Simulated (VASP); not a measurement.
A run of VASP 6.6.1 is set up as follows.

Contents of INCAR:

```
SYSTEM = V
PREC = Accurate
ENCUT = 500
EDIFF = 1E-6
ISMEAR = -1
SIGMA = 0.1
LREAL = .FALSE.
LASPH = .TRUE.
NELM = 200
ALGO = Normal
ISIF = 2
LWAVE = .FALSE.
LCHARG = .FALSE.
ISPIN = 2
MAGMOM = 0
LORBIT = 11
LMAXMIX = 4
GGA = PE
NBANDS = 16
GGA_COMPAT = .FALSE.
```

The input KPOINTS:

```
regular mesh
0
G
  8 8 8
  0 0 0
```

The input POSCAR:

```
V
1.0
   -1.4625000000      1.4625000000      1.4625000000
    1.4625000000     -1.4625000000      1.4625000000
    1.4625000000      1.4625000000     -1.4625000000
V
1
Direct
    0.0000000000      0.0000000000      0.0000000000
```

Potentials or basis: VASP PAW PBE potentials, release 64 (V_sv).

Command:

```bash
$ cat potpaw_PBE.64/V_sv/POTCAR > POTCAR
$ mpirun -np 1 vasp_std > vasp.out
```

Question: Predict the pressure.

Answer: 14.6 GPa.

Question: Estimate the net moment.

Answer: 0.00 μB per cell.

Caveat: the k points lie up to 0.38 Å⁻¹ apart.
